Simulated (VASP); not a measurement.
Set up this calculation in VASP 6.6.1, as the native input.

```yaml
Task: single point
Functional: PBEsol
Potentials_or_basis: VASP PAW PBE potentials, release 64 (Sr_sv)
Cutoff: 520 eV
k_mesh: 12 × 12 × 12
Occupations: gaussian, width 0.1 eV
Spin: no spin polarisation
Dipole_correction: no
Further_INCAR_settings: ALGO = Normal; EDIFF = 1e-06; NBANDS = 11
```

The structure of Sr lies in POSCAR:

```
Sr
1.0
    0.0000000000      2.8663780287      2.8663780287
    2.8663780287      0.0000000000      2.8663780287
    2.8663780287      2.8663780287      0.0000000000
Sr
1
Direct
    0.0000000000      0.0000000000      0.0000000000
```

This cell differs from its parent crystal: volume scaled by 0.91.

These files were run (other wordings do the same):

INCAR

```
  PREC = Accurate
  ENCUT = 520
  EDIFF = 1E-6
  ISMEAR = 0
  SIGMA = 0.1
  LREAL = False
  LASPH = True
  NELM = 60
  ALGO = Normal
  ISIF = 2
  LWAVE = False
  LCHARG = False
  GGA = PS
  NBANDS = 11
```

KPOINTS

```
Automatic mesh
0
Gamma
  12 12 12
```

Potentials or basis: VASP PAW PBE potentials, release 64 (Sr_sv).

Command:

```console
$ cat potpaw_PBE.64/Sr_sv/POTCAR > POTCAR
$ mpirun -np 1 vasp_std > vasp.out
```

It gave:

```
Pressure : 1.5 GPa
```

Caveat: the PAW data sets were made with another functional, which shifts forces and pressure a little.

It took 14 s on 1 thread of AMD EPYC 9R45 96-Core Processor (Zen 5), with other jobs on the host, peak memory 0.16 GiB.
